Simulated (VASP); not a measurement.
Input of a VASP 6.6.1 run:

The input POSCAR:

```
Sb
1.0
    3.3690001795      0.0000000000      0.0000000000
   -1.6845000898      2.9176397408      0.0000000000
    0.0000000000      0.0000000000      5.3300000000
Sb
2
Direct
    0.3333333333      0.6666666667      0.2500000000
    0.6666666667      0.3333333333      0.7500000000
```

File INCAR.step1:

```
PREC = Accurate
ENCUT = 550
ISMEAR = -1
SIGMA = 0.05
LREAL = F
LASPH = T
NELM = 120
NBANDS = 12
GGA = PE
ALGO = Normal
EDIFF = 1E-5
LWAVE = T
LCHARG = F
GGA_COMPAT = F
```

Contents of INCAR.step2:

```
PREC = Accurate
ENCUT = 550
EDIFF = 1E-6
ISMEAR = -1
SIGMA = 0.05
LREAL = F
LASPH = T
NELM = 120
ALGO = Normal
ISIF = 2
LWAVE = F
LCHARG = F
METAGGA = R2SCAN
LMIXTAU = T
NBANDS = 12
ISTART = 1
GGA_COMPAT = F
```

KPOINTS

```
regular mesh
0
Gamma
  12 12 7
```

Potentials or basis: VASP PAW PBE potentials, release 64 (Sb).

Command:

```console
$ cat potpaw_PBE.64/Sb/POTCAR > POTCAR
$ cp INCAR.step1 INCAR
$ mpirun -np 1 vasp_std > vasp.out
$ cp INCAR.step2 INCAR
$ mpirun -np 1 vasp_std > vasp.out
```

(1) What does it give for the band gap on the k mesh?

(2) Predict the pressure.

Results:

(1) zero (band 5 reaches 13.07 eV, above the bottom of band 6 at 5.73 eV).

(2) 2.2 GPa.

Caveat: the PAW data sets were made with another functional, which shifts forces and pressure a little; spin-orbit coupling is left out, which moves the levels of the heavy elements.
